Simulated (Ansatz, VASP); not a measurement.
**MnO in VASP and in Ansatz**

INCAR

```
SYSTEM = MnO
ALGO = Normal
EDIFF = 1E-6
ENCUT = 520
GGA = PE
ISIF = 2
ISMEAR = -1
ISPIN = 2
LASPH = .True.
LCHARG = .True.
LDAU = .True.
LDAUJ = 0 0
LDAUL = 2 -1
LDAUPRINT = 1
LDAUTYPE = 2
LDAUU = 3.5 0
LELF = .True.
LMAXMIX = 4
LORBIT = 11
LREAL = .False.
LVHAR = .True.
LWAVE = .False.
MAGMOM = 2.8 0
NBANDS = 20
NELM = 150
PREC = Accurate
SIGMA = 0.05
```

The input KPOINTS:

```
k-points
0
Gamma
  10 10 10
  0 0 0
```

File POSCAR:

```
MnO
1.0
    0.0000000000      2.1302652685      2.1302652685
    2.1302652685      0.0000000000      2.1302652685
    2.1302652685      2.1302652685      0.0000000000
Mn O
1 1
Direct
    0.0000000000      0.0000000000      0.0000000000
    0.5000000000      0.5000000000      0.5000000000
```

Input for Ansatz:

```yaml
crystal:
  lattice:
    - [0.0, 2.1302652684501138, 2.1302652684501138]
    - [2.1302652684501138, 0.0, 2.1302652684501138]
    - [2.1302652684501138, 2.1302652684501138, 0.0]
  atoms:
    - { symbol: Mn, position: [0.0, 0.0, 0.0], spin: 2.8 }
    - { symbol: O, position: [0.5, 0.5, 0.5] }
basis:
  ecutwfc: 517.016338673772
kpoints:
  mp_grid:
    grid: [10, 10, 10]
hamiltonian:
  pseudopotentials:
    kind: paw
  hubbard:
    - { species: Mn, l: d, u_eff: 3.5 }
magnetization:
  spin_polarized: true
scf:
  occupations:
    method: fermi_dirac
    width: 0.05
output:
  stress: true
```

Alike in both runs: task single point; functional PBE; k mesh 10 × 10 × 10; occupations fermi-dirac, width 0.05 eV; collinear spin; Hubbard terms Mn d U = 3.5 eV.

|  | VASP | Ansatz |
| --- | --- | --- |
| version | VASP 6.6.1 | Ansatz 0.2.0 |
| potentials or method | VASP PAW PBE potentials, release 64 (Mn_pv, O), cutoff 520 eV | plane waves, PAW |
| valence electrons in the cell | 19 | 21 |

|  | VASP | Ansatz | Ansatz less VASP |
| --- | --- | --- | --- |
| net moment per atom (μB) | 2.50 | 2.50 | +0.001 |
| size of the moment on the site where the two differ most (μB) | 4.58 | 4.16 | -0.419 |

Site moments also hang on the region over which each program counts them. The programs project onto different local orbitals, so the same U acts differently, and such runs can settle in different states. VASP's potentials hold 19 valence electrons a cell and Ansatz's 21, so a difference there can come from the potentials and not from the codes.
